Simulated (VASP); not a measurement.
Wanted: the native input for a VASP 6.6.1 run.

| Item | Value |
| --- | --- |
| Task | single point |
| Functional | r2SCAN |
| Potentials or basis | VASP PAW PBE potentials, release 64 (Rb_sv) |
| Cutoff | 550 eV |
| k mesh | 5 × 5 × 5 |
| Occupations | fermi-dirac, width 0.05 eV |
| Spin | no spin polarisation |
| Dipole correction | no |
| Further INCAR settings | ALGO = Normal; EDIFF = 1e-06; NBANDS = 10 |

Rb:

```
Rb
1.0
    -2.80250    2.80250    2.80250
     2.80250   -2.80250    2.80250
     2.80250    2.80250   -2.80250
Rb
1
Direct
  0.00000 0.00000 0.00000
```

The input as run:

POSCAR

```
Rb
1.0
   -2.8025000000      2.8025000000      2.8025000000
    2.8025000000     -2.8025000000      2.8025000000
    2.8025000000      2.8025000000     -2.8025000000
Rb
1
Direct
    0.0000000000      0.0000000000      0.0000000000
```

INCAR.step1

```
SYSTEM = Rb
PREC = Accurate
ENCUT = 550
ISMEAR = -1
SIGMA = 0.05
LREAL = .FALSE.
LASPH = .TRUE.
NELM = 120
NBANDS = 10
GGA = PE
ALGO = Normal
EDIFF = 1E-5
LWAVE = .TRUE.
LCHARG = .FALSE.
GGA_COMPAT = .FALSE.
```

INCAR.step2

```
SYSTEM = Rb
PREC = Accurate
ENCUT = 550
EDIFF = 1E-6
ISMEAR = -1
SIGMA = 0.05
LREAL = .FALSE.
LASPH = .TRUE.
NELM = 120
ALGO = Normal
ISIF = 2
LWAVE = .FALSE.
LCHARG = .FALSE.
METAGGA = R2SCAN
LMIXTAU = .TRUE.
NBANDS = 10
ISTART = 1
GGA_COMPAT = .FALSE.
```

KPOINTS

```
regular mesh
0
G
  5 5 5
  0 0 0
```

Potentials or basis: VASP PAW PBE potentials, release 64 (Rb_sv).

Launch:

```sh
$ cat potpaw_PBE.64/Rb_sv/POTCAR > POTCAR
$ cp INCAR.step1 INCAR
$ mpirun -np 1 vasp_std > vasp.out
$ cp INCAR.step2 INCAR
$ mpirun -np 1 vasp_std > vasp.out
```

It gave:

The pressure is 0.2 GPa.

Caveat: the PAW data sets were made with another functional, which shifts forces and pressure a little.

It took 74 s on 1 thread of AMD EPYC 7R43 64-Core Processor (Zen 3) (shared host), peak memory 0.21 GiB.
